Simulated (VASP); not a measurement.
Ag, 1 atom in the cell. Symmetry: Fm-3m, No. 225, cubic system. The conventional cell has a = 4.148 Å, b = 4.148 Å, c = 4.148 Å, α = 90.00°, β = 90.00°, γ = 90.00°. Within 3.9 Å of Ag (site symmetry m-3m) lie 12 Ag at 2.93 Å. 

* Program: VASP 6.6.1
* Task: single point
* Functional: PBE
* Potentials or basis: VASP PAW PBE potentials, release 64 (Ag)
* Cutoff: 520 eV
* k mesh: 18 × 18 × 18
* Occupations: gaussian, width 0.1 eV
* Spin: no spin polarisation
* Dipole correction: no
* Further INCAR settings: ALGO = Normal; EDIFF = 1e-06; NBANDS = 12

Potentials or basis: VASP PAW PBE potentials, release 64 (Ag).

Launch:

```bash
$ cat potpaw_PBE.64/Ag/POTCAR > POTCAR
$ mpirun -np 1 vasp_std > vasp.out
```

Hardware: 1 thread of Intel(R) Xeon(R) Platinum 8488C (Sapphire Rapids), with other jobs on the host.

**Question.** Estimate the wall time of this run.

**Answer.** Wall time 14 s on 1 thread of Intel(R) Xeon(R) Platinum 8488C (Sapphire Rapids), on a shared host, peak memory 0.17 GiB. Counts: scf iterations 11, k points 195.
